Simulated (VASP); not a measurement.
Na2S:

```
S Na
1.0
     0.00000    3.25543    3.25543
     3.25543    0.00000    3.25543
     3.25543    3.25543    0.00000
S Na
1 2
Direct
  0.00000 0.00000 0.00000
  0.25000 0.25000 0.25000
  0.75000 0.75000 0.75000
```

Base run:

| Quantity | Value |
| --- | --- |
| Program | VASP 6.6.1 |
| Functional | r2SCAN |
| Potentials or basis | VASP PAW PBE potentials, release 64 (S, Na_pv) |
| Cutoff | 550 eV |
| k mesh | 4 × 4 × 4 |
| Occupations | gaussian, width 0.01 eV |
| Spin | no spin polarisation |

Its results: band gap on the k mesh 3.11 eV; pressure -0.1 GPa.

Q: The run is repeated on the same cell with these changes: functional from r2SCAN to PBE0; cutoff from 550 eV to 400 eV. What comes out?

A: Band gap on the k mesh 4.22 eV; pressure -0.1 GPa.

Caveats: the structure was generated, so it needn't be the stable form of Na2S; the PAW data sets were made with another functional, which shifts forces and pressure a little.

